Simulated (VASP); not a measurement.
# GaN (P1) in VASP: a series of runs, part 2 of 2

VASP 6.6.1. Earlier steps stand in the parts before.

### 3 Single point, PBE (all N atoms moved +0.062 Å, as atom 3 along Cartesian [1 -1 0])

File INCAR:

```
  PREC = Accurate
  ENCUT = 520
  EDIFF = 1E-7
  ISMEAR = 0
  SIGMA = 0.05
  LREAL = F
  LASPH = T
  NELM = 60
  ALGO = Normal
  ISIF = 2
  LWAVE = F
  LCHARG = F
  GGA = PE
  NBANDS = 26
```

File KPOINTS:

```
regular mesh
0
Gamma
  12 12 6
```

File POSCAR:

```
GaN
1.0
    3.1799996605      0.0000000000      0.0000000000
   -1.5899998303      2.7539604900      0.0000000000
    0.0000000000      0.0000000000      5.1660000000
Ga N
2 2
Direct
    0.3333333333      0.6666666667      0.0000000000
    0.6666666667      0.3333333333      0.5000000000
    0.3392071251      0.6506191693      0.3750000000
    0.6725404584      0.3172858359      0.8750000000
```

Potentials or basis: VASP PAW PBE potentials, release 64 (Ga_d, N).

On the command line:

```sh
cat potpaw_PBE.64/Ga_d/POTCAR potpaw_PBE.64/N/POTCAR > POTCAR
mpirun -np 1 vasp_std > vasp.out
```

OUTCAR:

```text
PREC = Accurate
   ENCUT = 520
   EDIFF = 1E-7
   ISMEAR = 0
   LREAL = F
   LASPH = T
   NELM = 60
   ISIF = 2
   GGA = PE

 ion  position               nearest neighbor table
   1  0.333  0.667  0.000-   4 1.91   4 1.93   3 1.94   4 2.00
   2  0.667  0.333  0.500-   3 1.89   4 1.94   3 1.96   3 1.99
   3  0.339  0.651  0.375-   2 1.89   1 1.94   2 1.96   2 1.99
   4  0.673  0.317  0.875-   1 1.91   1 1.93   2 1.94   1 2.00

  LATTYP: Found a hexagonal cell.
 ALAT       =     3.1799996605
 C/A-ratio  =     1.6245284753

  Lattice vectors:

 A1 = (   3.1799996605,   0.0000000000,   0.0000000000)
 A2 = (  -1.5899998303,   2.7539604900,   0.0000000000)
 A3 = (   0.0000000000,   0.0000000000,   5.1660000000)

Analysis of symmetry for initial positions (statically):
=====================================================================
 Subroutine PRICEL returns:
 Original cell was already a primitive cell.

 Routine SETGRP: Setting up the symmetry group for a
 hexagonal supercell.

 Subroutine GETGRP returns: Found  1 space group operations
 (whereof  1 operations were pure point group operations)
 out of a pool of 24 trial point group operations.

The static configuration has the point symmetry C_1 .

Analysis of symmetry for dynamics (positions and initial velocities):
=====================================================================
 Subroutine PRICEL returns:
 Original cell was already a primitive cell.

 Routine SETGRP: Setting up the symmetry group for a
 hexagonal supercell.

 Subroutine GETGRP returns: Found  1 space group operations
 (whereof  1 operations were pure point group operations)
 out of a pool of 24 trial point group operations.

The dynamic configuration has the point symmetry C_1 .

 Subroutine INISYM returns: Found  1 space group operations
 (whereof  1 operations are pure point group operations),
 and found     1 'primitive' translations

----------------------------------------------------------------------------------------

                                     Primitive cell

  volume of cell :      45.2417

  direct lattice vectors                    reciprocal lattice vectors
     3.179999661  0.000000000  0.000000000     0.314465442  0.181556708  0.000000000
    -1.589999830  2.753960490  0.000000000     0.000000000  0.363113416  0.000000000
     0.000000000  0.000000000  5.166000000     0.000000000  0.000000000  0.193573364

  length of vectors
     3.179999661  3.179999661  5.166000000     0.363113416  0.363113416  0.193573364

  position of ions in fractional coordinates (direct lattice)
     0.333333333  0.666666667  0.000000000
     0.666666667  0.333333333  0.500000000
     0.339207125  0.650619169  0.375000000
     0.672540458  0.317285836  0.875000000

  ion indices of the primitive-cell ions
   primitive index   ion index
                 1           1
                 2           2
                 3           3
                 4           4

----------------------------------------------------------------------------------------

 KPOINTS: regular mesh

Automatic generation of k-mesh.
 Grid dimensions read from file:
 generate k-points for:   12   12    6

 Generating k-lattice:

  Cartesian coordinates                     Fractional coordinates (reciprocal lattice)
     0.026205454  0.015129726  0.000000000     0.083333333  0.000000000  0.000000000
     0.000000000  0.030259451  0.000000000     0.000000000  0.083333333  0.000000000
     0.000000000  0.000000000  0.032262227     0.000000000  0.000000000  0.166666667

  Length of vectors
     0.030259451  0.030259451  0.032262227

  Shift w.r.t. Gamma in fractional coordinates (k-lattice)
     0.000000000  0.000000000  0.000000000

 Subroutine IBZKPT returns following result:
 ===========================================

 Found    436 irreducible k-points:

 Following reciprocal coordinates:
            Coordinates               Weight
  0.000000  0.000000  0.000000      1.000000
  0.083333  0.000000  0.000000      2.000000
  0.000000  0.083333  0.000000      2.000000
 -0.083333  0.083333  0.000000      2.000000
  0.166667  0.000000  0.000000      2.000000
  0.000000  0.166667  0.000000      2.000000
[... 16 lines left out ...]
  0.166667  0.083333  0.000000      2.000000
 -0.083333  0.250000  0.000000      2.000000
 [... further k-points ...]
   k-points           NKPTS =    436   k-points in BZ     NKDIM =    436   number of bands    NBANDS=     26
   number of dos      NEDOS =    301   number of ions     NIONS =      4
   total plane-waves  NPLWV =  23040
   dimension x,y,z NGX =    24 NGY =   24 NGZ =   40
   dimension x,y,z NGXF=    48 NGYF=   48 NGZF=   80
   ions per type =               2   2
   NGX,Y,Z   is equivalent  to a cutoff of  12.55, 12.55, 12.87 a.u.
   NGXF,Y,Z  is equivalent  to a cutoff of  25.09, 25.09, 25.74 a.u.
 SYSTEM =  unknown system
   PREC   = accura    normal or accurate (medium, high low for compatibility)
   ISTART =      0    job   : 0-new  1-cont  2-samecut
   ICHARG =      2    charge: 1-file 2-atom 10-const
   ISPIN  =      1    spin polarized calculation?
   LNONCOLLINEAR =      F non collinear calculations
   LSORBIT =      F    spin-orbit coupling
   LASPH  =      T    aspherical Exc in radial PAW
   ENCUT  =  520.0 eV  38.22 Ry    6.18 a.u.   5.91  5.91  9.61*2*pi/ulx,y,z
   NELM   =     60;   NELMIN=  2; NELMDL= -5     # of ELM steps
   EDIFF  = 0.1E-06   stopping-criterion for ELM
   LREAL  =      F    real-space projection
   EDIFFG = 0.1E-05   stopping-criterion for IOM
   NSW    =      0    number of steps for IOM
   IBRION =     -1    ionic relax: 0-MD 1-quasi-New 2-CG
   NFREE  =      0    steps in history (QN), initial steepest desc. (CG)
   ISIF   =      2    stress and relaxation
   ISYM   =      2    0-nonsym 1-usesym 2-fastsym
   POTIM  = 0.5000    time-step for ionic-motion
   TEBEG  =    0.0;   TEEND  =   0.0 temperature during run
   PSTRESS=    0.0 pullay stress
   NELECT =      36.0000    total number of electrons
   NUPDOWN=      -1.0000    fix difference up-down
   EMIN   =  10.00;   EMAX   =-10.00  energy-range for DOS
   EFERMI =   0.00;   METHOD = LEGACY
   ISMEAR =     0;   SIGMA  =   0.05  broadening in eV -4-tet -1-fermi 0-gaus
   EFERMI_NEDOS =   21; number of points for ismear=-14 and -15
   IALGO  =     38    algorithm
   IMIX   =      4    mixing-type and parameters
     AMIX     =   0.40;   BMIX     =  1.00
     AMIX_MAG =   1.60;   BMIX_MAG =  1.00
  volume/ion in A,a.u.               =      11.31        76.33
  Fermi-wavevector in a.u.,A,eV,Ry     =   1.517036  2.866783 31.312431  2.301399
  Thomas-Fermi vector in A             =   2.626346
   LORBIT       =      0    0 simple, 1 ext, 2 COOP (PROOUT), +10 PAW based schemes
   GGA     = PE    functional components
   LHFCALC =     F    Hartree Fock is set to
   AEXX    =    0.0000 exact exchange contribution
   IVDW    =     0    specifies the selected vdW correction
   LEPSILON=     F    determine dielectric tensor
   LRPA    =     F    only Hartree local field effects (RPA)
 non-spin polarized calculation
 Gauss-broadening in eV      SIGMA  =   0.05
  energy-cutoff  :      520.00
  volume of cell :       45.24
 maximum number of plane-waves:      1236
   NGX = 11   NGY = 11   NGZ = 19

 number of electron      36.0000000 magnetization

 Free energy of the ion-electron system (eV)
  ---------------------------------------------------
  ext. energy  EPLUGINS =         0.00000000
  ---------------------------------------------------
  free energy    TOTEN  =       -24.23550731 eV

  energy without entropy =      -24.23550731  energy(sigma->0) =      -24.23550731

 E-fermi :   5.7379     XC(G=0): -11.7222

 val. band max:        5.4849093261   @ k =   0.0000   0.0000   0.0000
 cond. band min:       7.4050935908   @ k =   0.0000   0.0000   0.0000
 fundamental gap:      1.9201842647
 Fermi energy:         5.7378823496

 k-point     1 :       0.0000    0.0000    0.0000
  band No.  band energies     occupation
      1     -10.6512      2.00000
      2      -9.6900      2.00000
      3      -8.0350      2.00000
      4      -8.0106      2.00000
      5      -7.9987      2.00000
      6      -7.9465      2.00000
[... 18 lines left out ...]
     25      17.2407      0.00000
     26      17.2590      0.00000
[... 644 lines left out ...]
      4      -7.9618      2.00000
      5      -7.8996      2.00000
      6      -7.8831      2.00000
[... 18 lines left out ...]
     25      16.4775      0.00000
     26      18.1908      0.00000

 [... further k-points ...]

------------------------ aborting loop because EDIFF is reached ----------------------------------------

  FORCE on cell =-STRESS in cart. coord.  units (eV):
  Direction    XX          YY          ZZ          XY          YZ          ZX
  --------------------------------------------------------------------------------------
  -------------------------------------------------------------------------------------
  Total        2.0190345      2.0179516      2.4855189     -0.0743972     -0.5150495      0.5151061
  in kB       71.5014977     71.4631492     88.0214409     -2.6346821    -18.2398115     18.2418168
  external PRESSURE =      76.9953626 kB  Pullay stress =       0.0000000 kB

 VOLUME and BASIS-vectors are now :
 -----------------------------------------------------------------------------
  energy-cutoff  :      520.00
  volume of cell :       45.24
      direct lattice vectors                 reciprocal lattice vectors
     3.179999661  0.000000000  0.000000000     0.314465442  0.181556708  0.000000000
    -1.589999830  2.753960490  0.000000000     0.000000000  0.363113416  0.000000000
     0.000000000  0.000000000  5.166000000     0.000000000  0.000000000  0.193573364

 POSITION                                       TOTAL-FORCE (eV/Angst)
 -----------------------------------------------------------------------------------
     -0.00000      1.83597      0.00000         0.478390     -0.562835     -0.075441
      1.59000      0.91799      2.58300         0.647673     -0.562955     -0.069634
      0.04419      1.79178      1.93725        -0.652561      0.562952      0.069664
      1.63419      0.87379      4.52025        -0.473503      0.562838      0.075411
 -----------------------------------------------------------------------------------
    total drift:                               -0.000237     -0.000257     -0.000266

  FREE ENERGIE OF THE ION-ELECTRON SYSTEM (eV)
  ---------------------------------------------------
  free  energy   TOTEN  =       -24.2355073084 eV

  energy  without entropy=      -24.2355073084  energy(sigma->0) =      -24.23550731
```

Run time: 2.5 min. Hardware: 1 thread of Intel Xeon 6975P-C (Granite Rapids), shared host; peak memory 0.49 GiB.

Results:

```yaml
Free_energy: -24.2355 eV
Pressure: 7.7 GPa
Largest_force: 0.865 eV/Å
Band_gap_on_the_k_mesh: 1.92 eV
```

Forces in eV/Å, atoms in the order of the input:
```
Ga   0.478 -0.563 -0.075
Ga   0.648 -0.563 -0.070
N   -0.653  0.563  0.070
N   -0.474  0.563  0.075
```

Caveat: the cell differs from its parent crystal (all N atoms moved +0.062 Å, as atom 3 along Cartesian [1 -1 0]); the cell stands under pressure.
